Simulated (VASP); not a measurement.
**SrCl2: single point with r2SCAN**

Crystal: SrCl2.

```xyz
3
Lattice="0.0000 3.5424 3.5424 3.5424 0.0000 3.5424 3.5424 3.5424 0.0000" Properties=species:S:1:pos:R:3 pbc="T T T"
Sr    0.0000    0.0000    0.0000
Cl    1.7712    1.7712    1.7712
Cl    5.3135    5.3135    5.3135
```

```
Program                : VASP 6.6.1
Task                   : single point
Functional             : r2SCAN
Potentials or basis    : VASP PAW PBE potentials, release 64 (Sr_sv, Cl)
Cutoff                 : 520 eV
k mesh                 : 6 × 6 × 6
Occupations            : methfessel-paxton, width 0.0443 eV
Spin                   : no spin polarisation
Dipole correction      : no
Further INCAR settings : ALGO = Normal; EDIFF = 1e-06; NBANDS = 19
```

The pressure is -1.3 GPa and the band gap on the k mesh is 5.80 eV (least direct gap 6.01 eV).

Levels at points of the mesh, in eV from the valence-band top:
```csv
k point,band 8,band 9,band 10,band 11,band 12,band 13,band 14,band 15,band 16,band 17
"(0.00, 0.00, 0.00)",-1.99,-1.99,-0.33,-0.33,-0.33,5.80,6.70,6.70,9.54,9.54
"(0.50, 0.00, 0.00)",-1.45,-1.40,-1.26,-1.01,-1.01,7.25,7.25,8.09,8.16,9.13
"(0.50, 0.50, 0.00)",-1.81,-1.81,-0.37,-0.37,0.00,6.01,7.66,8.10,8.57,8.57
```

Wall time 89 s on 1 thread of Intel(R) Xeon(R) Platinum 8488C (Sapphire Rapids), with other jobs on the host, peak memory 0.26 GiB.

Caveat: the PAW data sets were made with another functional, which shifts forces and pressure a little. r2SCAN opens gaps a little over a GGA but as a rule still falls short of measured ones.
